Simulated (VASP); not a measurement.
Write the native input for VASP 6.6.1 that does the following.

- Task: single point
- Functional: PBE
- Dispersion: D3(BJ)
- Potentials or basis: VASP PAW PBE potentials, release 64 (S, Pt)
- Cutoff: 520 eV
- k mesh: 9 × 9 × 1
- Occupations: gaussian, width 0.05 eV
- Spin: no spin polarisation
- Dipole correction: yes
- Further INCAR settings: ALGO = Normal; EDIFF = 1e-07; NBANDS = 31

The structure of PtS2 lies in POSCAR:

```
PtS2
1.0
    3.5415278079      0.0000000000      0.0000000000
   -1.7707639039      3.0670530498      0.0000000000
    0.0000000000      0.0000000000     22.4670615492
S Pt
4 2
Direct
    0.6666666667      0.3333333333      0.2002932155
    0.3333333333      0.6666666667      0.3108341854
    0.3333333333      1.0000000000      0.4683981816
    0.6666666667      0.6666666667      0.5789391515
    0.0000000000      0.0000000000      0.2555637004
    1.0000000000      1.3333333333      0.5236686665
```

The input as run:

INCAR

```
ALGO     = Normal         # electronic algorithm
DIPOL    = 0.5 0.5 0.390
EDIFF    = 1E-7           # SCF threshold, eV
ENCUT    = 520            # plane-wave cutoff, eV
GGA      = PE             # functional
IDIPOL   = 3            
ISIF     = 2              # what is computed and relaxed
ISMEAR   = 0              # smearing method
IVDW     = 12             # dispersion correction
LASPH    = True           # aspherical terms in the spheres
LCHARG   = False          # write CHGCAR
LDIPOL   = True         
LREAL    = False          # projectors in reciprocal space
LWAVE    = False          # write WAVECAR
NBANDS   = 31             # bands
NELM     = 80             # most SCF steps
PREC     = Accurate       # precision mode
SIGMA    = 0.05           # smearing width, eV
```

KPOINTS

```
k-points
0
Gamma
  9 9 1
```

Potentials or basis: VASP PAW PBE potentials, release 64 (S, Pt).

Command:

```bash
$ cat potpaw_PBE.64/S/POTCAR potpaw_PBE.64/Pt/POTCAR > POTCAR
$ mpirun -np 1 vasp_std > vasp.out
```

Results of the run:

```yaml
Largest_force: 0.062 eV/Å
Band_gap_on_the_k_mesh: 1.47 eV, indirect (least direct gap 1.57 eV)
Dispersion_energy_per_atom: -0.312 eV
```

Caveat: spin-orbit coupling is left out, which moves the levels of the heavy elements.

It took 3.5 min on 1 thread of AMD EPYC 9R45 96-Core Processor (Zen 5), on a shared host, peak memory 0.41 GiB.
